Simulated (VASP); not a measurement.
# C: elastic constants with r2SCAN

C:

```
CELL_PARAMETERS angstrom
0.00000 1.78014 1.78014
1.78014 0.00000 1.78014
1.78014 1.78014 0.00000
ATOMIC_POSITIONS crystal
C 0.00000 0.00000 0.00000
C 0.25000 0.25000 0.25000
```

```json
{
 "Program": "VASP 6.6.1",
 "Task": "elastic constants",
 "Functional": "r2SCAN",
 "Potentials or basis": "VASP PAW PBE potentials, release 64 (C)",
 "Cutoff": "600 eV",
 "k mesh": "10 × 10 × 10",
 "Occupations": "gaussian, width 0.01 eV",
 "Spin": "no spin polarisation",
 "Dipole correction": "no",
 "Ions in elastic constants": "relaxed",
 "Further INCAR settings": "ALGO = Normal; EDIFF = 1e-08; IBRION = 6; POTIM = 0.015; NSW = 1; ISIF = 3"
}
```

```json
{
  "Elastic constants C11, C12, C44": "1110, 120, 589 GPa",
  "Voigt bulk modulus": "450 GPa",
  "Highest phonon frequency at Γ": "1327 cm⁻¹"
}
```

Phonon frequencies in cm⁻¹ (negative: imaginary):
```csv
q point,frequencies
"(0.000, 0.000, 0.000)",0 0 0 1327 1327 1327
```

Elastic tensor in Voigt notation (GPa, in the Cartesian axes of the cell as first typed):
```
1110  120  120    0    0    0
 120 1110  120    0    0    0
 120  120 1110    0    0    0
   0    0    0  589    0    0
   0    0    0    0  589    0
   0    0    0    0    0  589
```

Clamped-ion elastic tensor (GPa):
```
1110  120  120    0    0    0
 120 1110  120    0    0    0
 120  120 1110    0    0    0
   0    0    0  591    0    0
   0    0    0    0  591    0
   0    0    0    0    0  591
```

It took 15 min on 1 thread of Intel(R) Xeon(R) Platinum 8259CL CPU @ 2.50GHz (Skylake/Cascade Lake), on a shared host, peak memory 0.16 GiB.

Caveat: the PAW data sets were made with another functional, which shifts forces and pressure a little.
